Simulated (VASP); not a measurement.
Here is a VASP 6.6.1 calculation.

The input INCAR:

```
PREC = Accurate
ENCUT = 520
EDIFF = 1E-7
ISMEAR = -1
SIGMA = 0.05
LREAL = False
LASPH = True
NELM = 80
ALGO = Normal
ISIF = 2
LWAVE = False
LCHARG = False
GGA = B5
ALDAX = 1.0
AGGAX = 1.0
AGGAC = 1.0
ALDAC = 0.0
IVDW = 12
VDW_S6 = 1.0
VDW_S8 = 2.6996
VDW_A1 = 0.4298
VDW_A2 = 4.2359
NBANDS = 35
```

The input KPOINTS:

```
Automatic mesh
0
Gamma
  9 9 2
```

POSCAR

```
Te2Mo
1.0
    3.4706509280      0.0000000000      0.0000000000
   -1.7353254640      3.0056718713      0.0000000000
    0.0000000000      0.0000000000     13.7847444167
Te Mo
4 2
Direct
    0.6666666667      0.3333333333      0.3790000000
    0.3333333333      0.6666666667      0.8790000000
    0.6666666667      0.3333333333      0.1210000000
    0.3333333333      0.6666666667      0.6210000000
    0.6666666667      0.3333333333      0.7500000000
    0.3333333333      0.6666666667      0.2500000000
```

Potentials or basis: VASP PAW PBE potentials, release 64 (Te, Mo_sv).

The run is started by

```bash
$ cat potpaw_PBE.64/Te/POTCAR potpaw_PBE.64/Mo_sv/POTCAR > POTCAR
$ mpirun -np 1 vasp_std > vasp.out
```

Predict the largest force.

1.103 eV/Å.

Predict the band gap on the k mesh.

0.79 eV, indirect (least direct gap 1.10 eV).

Predict the dispersion energy per atom.

-1.310 eV.

Forces in eV/Å, atoms in the order of the input:
```
Te   0.000  0.000  1.103
Te   0.000  0.000  1.103
Te   0.000  0.000 -1.103
Te   0.000  0.000 -1.103
Mo   0.000  0.000  0.000
Mo   0.000  0.000  0.000
```

Caveat: the PAW data sets were made with another functional, which shifts forces and pressure a little; spin-orbit coupling is left out, which moves the levels of the heavy elements. A k mesh can miss the band edges.
